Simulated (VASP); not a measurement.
Write the native input for VASP 6.6.1 that does the following.

| Property | Result |
| --- | --- |
| Task | single point |
| Functional | PBE |
| Potentials or basis | VASP PAW PBE potentials, release 64 (Ga_d, N) |
| Cutoff | 520 eV |
| k mesh | 10 × 10 × 10 |
| Occupations | gaussian, width 0.01 eV |
| Spin | no spin polarisation |
| Dipole correction | no |
| Further INCAR settings | ALGO = Normal; EDIFF = 1e-07; NBANDS = 16 |

The structure of GaN lies in POSCAR:

```
GaN
1.0
    0.0000000000      2.2742384991      2.2742384991
    2.2742384991      0.0000000000      2.2742384991
    2.2742384991      2.2742384991      0.0000000000
Ga N
1 1
Direct
    0.0000000000      0.0000000000      0.0000000000
    0.7500000000      0.7500000000      0.7500000000
```

The input as run:

INCAR

```
ALGO = Normal ; EDIFF = 1E-7
ENCUT = 520 ; GGA = PE
ISIF = 2 ; ISMEAR = 0
LASPH = T ; LCHARG = F
LREAL = F ; LWAVE = F
NBANDS = 16 ; NELM = 60
PREC = Accurate ; SIGMA = 0.01
```

KPOINTS

```
k-points
0
Gamma
  10 10 10
```

Potentials or basis: VASP PAW PBE potentials, release 64 (Ga_d, N).

Launch:

```console
$ cat potpaw_PBE.64/Ga_d/POTCAR potpaw_PBE.64/N/POTCAR > POTCAR
$ mpirun -np 1 vasp_std > vasp.out
```

It gave:

- Pressure: 0.1 GPa
- Band gap on the k mesh: 1.55 eV, direct

It took 6.5 s on 1 thread of Intel(R) Xeon(R) 6975P-C (Granite Rapids), with other jobs on the host, peak memory 0.14 GiB.
